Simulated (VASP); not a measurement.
Ir:

```
Ir
1.0
     2.71418    0.00000    0.00000
    -1.35709    2.35055    0.00000
     0.00000    0.00000    4.42136
Ir
2
Cartesian
  1.3571 0.7835 3.3160
  0.0000 1.5670 1.1053
```

Base run:

```yaml
Program: VASP 6.6.1
Functional: PBEsol
Potentials_or_basis: VASP PAW PBE potentials, release 64 (Ir_sv_GW)
Cutoff: 500 eV
k_mesh: 12 × 12 × 7
Occupations: fermi-dirac, width 0.01 eV
Spin: no spin polarisation
```

Its results: band gap on the k mesh zero (band 17 reaches 13.90 eV, above the bottom of band 18 at 10.53 eV); pressure -3.2 GPa.

The run is repeated on the same cell with these changes: potentials or basis from VASP PAW PBE potentials, release 64 (Ir_sv_GW) to VASP PAW PBE potentials, release 64 (Ir); cutoff from 500 eV to 520 eV; further incar settings from ALGO = Normal; EDIFF = 1e-06; NBANDS = 24 to ALGO = Normal; EDIFF = 1e-06; NBANDS = 16; valence electrons from 34 to 18. What comes out?

Band gap on the k mesh zero (band 9 reaches 11.39 eV, above the bottom of band 10 at 8.03 eV); pressure 1.0 GPa.

Caveats: the PAW data sets were made with another functional, which shifts forces and pressure a little; spin-orbit coupling is left out, which moves the levels of the heavy elements.
